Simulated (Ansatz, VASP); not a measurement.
Be in VASP and in Ansatz

```
CELL_PARAMETERS angstrom
2.25485 0.00000 0.00000
-1.12742 1.95275 0.00000
0.00000 0.00000 3.74494
ATOMIC_POSITIONS crystal
Be 0.33333 0.66667 0.25000
Be 0.66667 0.33333 0.75000
```

Change from the starting cell: z stretched by +4 % at fixed volume, PAW files.

Alike in both runs: task electric field gradients; functional PBE; k mesh 20 × 20 × 11; occupations fermi-dirac, width 0.05 eV; no spin polarisation.

|  | VASP | Ansatz |
| --- | --- | --- |
| version | VASP 6.6.1 | Ansatz 0.2.0 |
| potentials or method | VASP PAW PBE potentials, release 64 (Be) | PAW with Ansatz's default frozen-core files, scalar-relativistic |
| plane-wave cutoff (eV) | 520 | 420 |
| valence electrons in the cell | 4 | 4 |

```csv
,VASP,Ansatz,Ansatz less VASP
pressure (GPa),-4.8,-4.9,-0.13
"traceless stress, the component that is largest in VASP (GPa)",-12.23,-12.23,+0.002
size of Vzz on the site where it differs most (V/Å²),0.7,0.8,+0.11
```

With one functional, cell and mesh, what is left measures potentials, basis and numerics.
